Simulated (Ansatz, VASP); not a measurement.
H4PbS4 in VASP and in Ansatz

```
Pb S H
1.0
    13.77000    0.00000    0.00000
     0.00000   13.93000    0.00000
     0.00000    0.00000   13.83000
Pb S H
1 4 4
Direct
  0.47453 0.49454 0.48128
  0.46255 0.37169 0.61752
  0.48733 0.39744 0.32538
  0.62264 0.60456 0.48397
  0.32680 0.60359 0.49909
  0.41432 0.43576 0.67466
  0.43752 0.32304 0.36623
  0.67321 0.54230 0.42687
  0.37449 0.67678 0.45377
```

Alike in both runs: task single point; functional PBE; k mesh 1 × 1 × 1; occupations gaussian, width 0.01 eV; no spin polarisation.

|  | VASP | Ansatz |
| --- | --- | --- |
| version | VASP 6.6.1 | Ansatz 0.2.0 |
| potentials or method | VASP PAW PBE potentials, release 64 (Pb_d, S, H_h), cutoff 910 eV | scalar-relativistic, plane waves, PAW |
| valence electrons in the cell | 42 | 42 |

Ansatz gave:

```
gap on the k mesh at the Fermi level (eV) : 1.98
rms of the force components (eV/Å)        : 0.147
```

Q: Estimate VASP's values.

A: gap on the k mesh at the Fermi level (eV): 1.99; rms of the force components (eV/Å): 0.186.

With one functional, cell and mesh, what is left measures potentials, basis and numerics.

Spin-orbit coupling is off throughout.
